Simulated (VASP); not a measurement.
Input of a VASP 6.6.1 run:

INCAR

```
SYSTEM = InSb
ALGO     = Normal         ! electronic algorithm
EDIFF    = 1E-6           ! SCF threshold, eV
ENCUT    = 520            ! plane-wave cutoff, eV
GGA      = PE             ! functional
GGA_COMPAT= .FALSE.      
ISIF     = 2              ! what is computed and relaxed
ISMEAR   = 0              ! smearing method
LASPH    = .TRUE.         ! aspherical terms in the spheres
LCHARG   = .TRUE.         ! write CHGCAR
LORBIT   = 11             ! projections on sites
LORBMOM  = .TRUE.       
LREAL    = .FALSE.        ! projectors in reciprocal space
LSORBIT  = .TRUE.         ! spin-orbit coupling
LUSENCCL = .FALSE.      
LVHAR    = .TRUE.       
LWAVE    = .FALSE.        ! write WAVECAR
MAGMOM   = 0 0 0 0 0 0    ! initial moments
NBANDS   = 30             ! bands
NELM     = 150            ! most SCF steps
PREC     = Accurate       ! precision mode
SIGMA    = 0.05           ! smearing width, eV
```

File KPOINTS:

```
k-points
0
G
  8 6 8
  0 0 0
```

POSCAR

```
InSb
1.0
    2.9575249612      0.0000000000      0.0000000000
    0.0000000000      5.5027366311      0.0000000000
    0.0000000000      0.0000000000      3.0894502983
In Sb
1 1
Direct
    0.0000000000      0.0000000000      0.1250514137
    0.0000000000      0.5000000000      0.6249485863
```

Potentials or basis: VASP PAW PBE potentials, release 64 (In_d, Sb).

Command:

```console
$ cat potpaw_PBE.64/In_d/POTCAR potpaw_PBE.64/Sb/POTCAR > POTCAR
$ mpirun -np 1 vasp_ncl > vasp.out
```

**Question.** Estimate the net moment.

**Answer.** 0.00 μB per cell.

**Question.** Predict the pressure.

**Answer.** 7.6 GPa.

Stress tensor (GPa, compression positive):
```
8.39 0.00 0.00
0.00 7.01 0.00
0.00 0.00 7.28
```
